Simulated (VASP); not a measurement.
# TiAl3 in VASP: single point with PBE

Aim: the single point of TiAl3 with PBE.

Everything below comes from runs of VASP 6.6.1. Logs are shortened: lines on timing, memory, paths and dates and some standing lists are left out, and cuts for length are marked.

## (1) The cell of the first run

The typed cell holds 8 atoms: a = 3.981 Å, b = 3.980 Å, c = 7.960 Å, α = 90.00°, β = 90.00°, γ = 90.00°.

## (2) Single point, PBE

The input, INCAR:

```
PREC = Accurate
ENCUT = 520
EDIFF = 1E-6
ISMEAR = 0
SIGMA = 0.15
LREAL = F
LASPH = T
NELM = 60
ALGO = Fast
ISIF = 2
LWAVE = F
LCHARG = F
GGA = PE
NBANDS = 31
```

The input, KPOINTS:

```
Automatic mesh
0
Gamma
  8 8 4
```

The input, POSCAR:

```
TiAl3
1.0
    3.9805085625      0.0000058309      0.0000466637
    0.0000058309      3.9804720672     -0.0000814816
    0.0000933274     -0.0001629633      7.9600710388
Ti Al
2 6
Direct
    0.0000115804     -0.0000194014      0.4999925796
   -0.0000144755      0.0000248714     -0.0000379366
    0.4999388302      0.5001030939      0.0001175610
    0.5000114083      0.4999806477      0.4999862748
    0.4999985481     -0.0001029239      0.2499722016
    0.5000057318      0.0000217443      0.7499956988
    0.0000605195      0.4999999072      0.2499768042
   -0.0000121427      0.4999920611      0.7499968162
```

Potentials or basis: VASP PAW PBE potentials, release 64 (Ti_sv, Al).

The run is started by

```sh
$ cat potpaw_PBE.64/Ti_sv/POTCAR potpaw_PBE.64/Al/POTCAR > POTCAR
$ mpirun -np 1 vasp_std > vasp.out
```

OUTCAR:

```text
PREC = Accurate
   ENCUT = 520
   EDIFF = 1E-6
   ISMEAR = 0
   LREAL = F
   LASPH = T
   NELM = 60
   ISIF = 2
   GGA = PE

 ion  position               nearest neighbor table
   1  0.000  1.000  0.500-   7 2.81   8 2.81   6 2.81   6 2.81   8 2.81   5 2.81   4 2.81   4 2.81
                             4 2.81   4 2.81   5 2.81   7 2.81
   2  1.000  0.000  1.000-   8 2.81   6 2.81   3 2.81   8 2.81   6 2.81   7 2.81   5 2.81   3 2.81
                             5 2.81   7 2.81   3 2.81   3 2.81
   3  0.500  0.500  0.000-   5 2.81   7 2.81   7 2.81   2 2.81   5 2.81   2 2.81   2 2.81   6 2.81
                             2 2.81   8 2.82   8 2.82   6 2.82
   4  0.500  0.500  0.500-   5 2.81   7 2.81   6 2.81   8 2.81   8 2.81   6 2.81   1 2.81   1 2.81
                             1 2.81   7 2.81   1 2.81   5 2.81
   5  0.500  1.000  0.250-   3 2.81   7 2.81   3 2.81   4 2.81   2 2.81   7 2.81   1 2.81   2 2.81
                             1 2.81   4 2.81   7 2.81   7 2.82
   6  0.500  0.000  0.750-   2 2.81   2 2.81   4 2.81   1 2.81   8 2.81   1 2.81   4 2.81   8 2.81
                             8 2.81   8 2.81   3 2.81   3 2.82
   7  0.000  0.500  0.250-   3 2.81   3 2.81   5 2.81   2 2.81   4 2.81   1 2.81   5 2.81   4 2.81
                             1 2.81   2 2.81   5 2.81   5 2.82
   8  1.000  0.500  0.750-   2 2.81   2 2.81   1 2.81   6 2.81   4 2.81   1 2.81   4 2.81   6 2.81
                             6 2.81   6 2.81   3 2.82   3 2.82

  LATTYP: Found a simple monoclinic cell.
 ALAT       =     5.6292716345
 B/A-ratio  =     1.4140499087
 C/A-ratio  =     1.5811427158
 COS(beta)  =    -0.9486838659

  Lattice vectors:

 A1 = (   3.9805143934,   3.9804778981,  -0.0000348179)
 A2 = (  -0.0000933274,   0.0001629633,  -7.9600710388)
 A3 = (  -7.9610229559,  -3.9804837290,  -0.0000118458)

Analysis of symmetry for initial positions (statically):
=====================================================================
 Subroutine PRICEL returns:
 Original cell was already a primitive cell.

 Routine SETGRP: Setting up the symmetry group for a
 simple monoclinic supercell.

 Subroutine GETGRP returns: Found  1 space group operations
 (whereof  1 operations were pure point group operations)
 out of a pool of  4 trial point group operations.

The static configuration has the point symmetry C_1 .

Analysis of symmetry for dynamics (positions and initial velocities):
=====================================================================
 Subroutine PRICEL returns:
 Original cell was already a primitive cell.

 Routine SETGRP: Setting up the symmetry group for a
 simple monoclinic supercell.

 Subroutine GETGRP returns: Found  1 space group operations
 (whereof  1 operations were pure point group operations)
 out of a pool of  4 trial point group operations.

The dynamic configuration has the point symmetry C_1 .

 Subroutine INISYM returns: Found  1 space group operations
 (whereof  1 operations are pure point group operations),
 and found     1 'primitive' translations

----------------------------------------------------------------------------------------

                                     Primitive cell

  volume of cell :     126.1218

  direct lattice vectors                    reciprocal lattice vectors
     3.980508562  0.000005831  0.000046664     0.251224180 -0.000000368 -0.000002945
     0.000005831  3.980472067 -0.000081482    -0.000000368  0.251226484  0.000005143
     0.000093327 -0.000162963  7.960071039    -0.000001473  0.000002572  0.125627020

  length of vectors
     3.980508563  3.980472068  7.960071041     0.251224180  0.251226484  0.125627020

  position of ions in fractional coordinates (direct lattice)
     0.000011580  0.999980599  0.499992580
     0.999985524  0.000024871  0.999962063
     0.499938830  0.500103094  0.000117561
     0.500011408  0.499980648  0.499986275
     0.499998548  0.999897076  0.249972202
     0.500005732  0.000021744  0.749995699
     0.000060520  0.499999907  0.249976804
     0.999987857  0.499992061  0.749996816

  ion indices of the primitive-cell ions
   primitive index   ion index
                 1           1
                 2           2
                 3           3
                 4           4
                 5           5
                 6           6
                 7           7
                 8           8

----------------------------------------------------------------------------------------

 KPOINTS: Automatic mesh

Automatic generation of k-mesh.
 Grid dimensions read from file:
 generate k-points for:    8    8    4

 Generating k-lattice:

  Cartesian coordinates                     Fractional coordinates (reciprocal lattice)
     0.031403023 -0.000000046 -0.000000368     0.125000000  0.000000000 -0.000000000
    -0.000000046  0.031403310  0.000000643    -0.000000000  0.125000000  0.000000000
    -0.000000368  0.000000643  0.031406755     0.000000000  0.000000000  0.250000000

  Length of vectors
     0.031403023  0.031403310  0.031406755

  Shift w.r.t. Gamma in fractional coordinates (k-lattice)
     0.000000000  0.000000000  0.000000000

 Subroutine IBZKPT returns following result:
 ===========================================

 Found    132 irreducible k-points:

 Following reciprocal coordinates:
            Coordinates               Weight
  0.000000  0.000000  0.000000      1.000000
  0.125000 -0.000000 -0.000000      2.000000
  0.250000 -0.000000 -0.000000      2.000000
  0.375000 -0.000000 -0.000000      2.000000
  0.500000 -0.000000 -0.000000      1.000000
 -0.000000  0.125000  0.000000      2.000000
[... 16 lines left out ...]
  0.125000  0.375000  0.000000      2.000000
  0.125000 -0.375000 -0.000000      2.000000
 [... further k-points ...]
   k-points           NKPTS =    132   k-points in BZ     NKDIM =    132   number of bands    NBANDS=     31
   number of dos      NEDOS =    301   number of ions     NIONS =      8
   total plane-waves  NPLWV =  54000
   dimension x,y,z NGX =    30 NGY =   30 NGZ =   60
   dimension x,y,z NGXF=    60 NGYF=   60 NGZF=  120
   ions per type =               2   6
   NGX,Y,Z   is equivalent  to a cutoff of  12.53, 12.53, 12.53 a.u.
   NGXF,Y,Z  is equivalent  to a cutoff of  25.06, 25.06, 25.06 a.u.
 SYSTEM =  unknown system
   PREC   = accura    normal or accurate (medium, high low for compatibility)
   ISTART =      0    job   : 0-new  1-cont  2-samecut
   ICHARG =      2    charge: 1-file 2-atom 10-const
   ISPIN  =      1    spin polarized calculation?
   LNONCOLLINEAR =      F non collinear calculations
   LSORBIT =      F    spin-orbit coupling
   LASPH  =      T    aspherical Exc in radial PAW
   ENCUT  =  520.0 eV  38.22 Ry    6.18 a.u.   7.40  7.40 14.80*2*pi/ulx,y,z
   NELM   =     60;   NELMIN=  2; NELMDL= -5     # of ELM steps
   EDIFF  = 0.1E-05   stopping-criterion for ELM
   LREAL  =      F    real-space projection
   EDIFFG = 0.1E-04   stopping-criterion for IOM
   NSW    =      0    number of steps for IOM
   IBRION =     -1    ionic relax: 0-MD 1-quasi-New 2-CG
   NFREE  =      0    steps in history (QN), initial steepest desc. (CG)
   ISIF   =      2    stress and relaxation
   ISYM   =      2    0-nonsym 1-usesym 2-fastsym
   POTIM  = 0.5000    time-step for ionic-motion
   TEBEG  =    0.0;   TEEND  =   0.0 temperature during run
   PSTRESS=    0.0 pullay stress
   NELECT =      42.0000    total number of electrons
   NUPDOWN=      -1.0000    fix difference up-down
   EMIN   =  10.00;   EMAX   =-10.00  energy-range for DOS
   EFERMI =   0.00;   METHOD = LEGACY
   ISMEAR =     0;   SIGMA  =   0.15  broadening in eV -4-tet -1-fermi 0-gaus
   EFERMI_NEDOS =   21; number of points for ismear=-14 and -15
   IALGO  =     68    algorithm
   IMIX   =      4    mixing-type and parameters
     AMIX     =   0.40;   BMIX     =  1.00
     AMIX_MAG =   1.60;   BMIX_MAG =  1.00
  volume/ion in A,a.u.               =      15.77       106.39
  Fermi-wavevector in a.u.,A,eV,Ry     =   1.134735  2.144339 17.519191  1.287624
  Thomas-Fermi vector in A             =   2.271440
   LORBIT       =      0    0 simple, 1 ext, 2 COOP (PROOUT), +10 PAW based schemes
   GGA     = PE    functional components
   LHFCALC =     F    Hartree Fock is set to
   AEXX    =    0.0000 exact exchange contribution
   IVDW    =     0    specifies the selected vdW correction
   LEPSILON=     F    determine dielectric tensor
   LRPA    =     F    only Hartree local field effects (RPA)
 non-spin polarized calculation
 RMM-DIIS sequential band-by-band and
 Gauss-broadening in eV      SIGMA  =   0.15
  energy-cutoff  :      520.00
  volume of cell :      126.12
 maximum number of plane-waves:      3430
 NGX is ok and might be reduce to    30
   NGX = 15   NGY = 15   NGZ = 29

 number of electron      41.9999996 magnetization

 Free energy of the ion-electron system (eV)
  ---------------------------------------------------
  ext. energy  EPLUGINS =         0.00000000
  ---------------------------------------------------
  free energy    TOTEN  =       -41.12847445 eV

  energy without entropy =      -41.07524816  energy(sigma->0) =      -41.10186130

 E-fermi :   8.9011     XC(G=0): -10.7555

 val. band max:        8.9000938574   @ k =   0.1250  -0.3750  -0.0000
 cond. band min:       8.9072537828   @ k =   0.1250  -0.3750  -0.2500
 fundamental gap:      0.0071599253
 Fermi energy:         8.9010653437

 k-point     1 :       0.0000    0.0000    0.0000
  band No.  band energies     occupation
      1     -48.0888      2.00000
      2     -48.0881      2.00000
      3     -24.4061      2.00000
      4     -24.3878      2.00000
      5     -24.3878      2.00000
      6     -24.3877      2.00000
[... 23 lines left out ...]
     30      11.9789      0.00000
     31      11.9791      0.00000

 k-point     2 :       0.1250   -0.0000   -0.0000
  band No.  band energies     occupation
      1     -48.0887      2.00000
      2     -48.0880      2.00000
      3     -24.4058      2.00000
      4     -24.3905      2.00000
      5     -24.3890      2.00000
      6     -24.3876      2.00000
[... 740 lines left out ...]
 k-point    24 :       0.1250   -0.3750   -0.0000
  band No.  band energies     occupation
      1     -48.0881      2.00000
      2     -48.0874      2.00000
      3     -24.4038      2.00000
      4     -24.4032      2.00000
      5     -24.4010      2.00000
      6     -24.3893      2.00000
[... 23 lines left out ...]
     30      11.8173      0.00000
     31      12.0574      0.00000

 [... further k-points ...]

------------------------ aborting loop because EDIFF is reached ----------------------------------------

  FORCE on cell =-STRESS in cart. coord.  units (eV):
  Direction    XX          YY          ZZ          XY          YZ          ZX
  --------------------------------------------------------------------------------------
  -------------------------------------------------------------------------------------
  Total       -0.0237106     -0.0228016     -0.0117584     -0.0001887      0.0025167     -0.0014406
  in kB       -0.3012053     -0.2896586     -0.1493723     -0.0023973      0.0319701     -0.0183006
  external PRESSURE =      -0.2467454 kB  Pullay stress =       0.0000000 kB

 VOLUME and BASIS-vectors are now :
 -----------------------------------------------------------------------------
  energy-cutoff  :      520.00
  volume of cell :      126.12
      direct lattice vectors                 reciprocal lattice vectors
     3.980508562  0.000005831  0.000046664     0.251224180 -0.000000368 -0.000002945
     0.000005831  3.980472067 -0.000081482    -0.000000368  0.251226484  0.000005143
     0.000093327 -0.000162963  7.960071039    -0.000001473  0.000002572  0.125627020

 POSITION                                       TOTAL-FORCE (eV/Angst)
 -----------------------------------------------------------------------------------
      0.00010      3.98031      3.97989        -0.000157      0.000278      0.000711
      3.98054     -0.00006      7.95982        -0.000289      0.000466      0.001306
      1.99001      1.99065      0.00092         0.001786     -0.003008     -0.006716
      1.99035      1.99008      3.97991         0.000108     -0.000171     -0.000138
      1.99028      3.98002      1.98974         0.000655      0.003073      0.002052
      1.99035     -0.00003      5.97004        -0.000354     -0.000159      0.000534
      0.00027      1.99019      1.98979        -0.001830     -0.001050      0.001770
      3.98053      1.99009      5.97003         0.000081      0.000571      0.000479
 -----------------------------------------------------------------------------------
    total drift:                                0.000020      0.000017      0.000012

  FREE ENERGIE OF THE ION-ELECTRON SYSTEM (eV)
  ---------------------------------------------------
  free  energy   TOTEN  =       -41.1284744458 eV

  energy  without entropy=      -41.0752481560  energy(sigma->0) =      -41.10186130
```

It took 11 min on 1 thread of Intel Xeon 6975P-C (Granite Rapids), shared host; peak memory 0.51 GiB.

What came out:

- Free energy: -41.1285 eV
- Pressure: 0.0 GPa
- Largest force: 0.008 eV/Å
- Band gap on the k mesh: zero (bands 21 and 22 overlap by 2.93 eV)

Forces on the atoms (eV/Å):
```
Ti   0.000  0.000  0.001
Ti   0.000  0.000  0.001
Al   0.002 -0.003 -0.007
Al   0.000  0.000  0.000
Al   0.001  0.003  0.002
Al   0.000  0.000  0.001
Al  -0.002 -0.001  0.002
Al   0.000  0.001  0.000
```
